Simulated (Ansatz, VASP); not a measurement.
**One calculation of SnTe, two programs**

```xyz
2
Lattice="0.0000 3.1565 3.2196 3.1565 0.0000 3.2196 3.1565 3.1565 0.0000" Properties=species:S:1:pos:R:3 pbc="T T T"
Sn    0.0000    0.0000    0.0000
Te    3.1565    3.1565    3.2196
```

Change from the starting cell: zz strain of +2 %.

Alike in both runs: task single point; functional PBE; k mesh 11 × 11 × 11; occupations fermi-dirac, width 0.08 eV; no spin polarisation.

```csv
,VASP,Ansatz
version,VASP 6.6.1,Ansatz 0.2.0
potentials or method,"VASP PAW PBE potentials, release 64 (Sn_d, Te), cutoff 520 eV","all-electron LAPW, scalar-relativistic"
```

```csv
,VASP,Ansatz,Ansatz less VASP
pressure (GPa),1.1,1.1,+0.07
"traceless stress, the component that is largest in VASP (GPa)",-1.57,-1.57,+0.002
```

Ansatz ran all-electron here, and VASP with PAW potentials.

Neither program's run includes spin-orbit coupling.
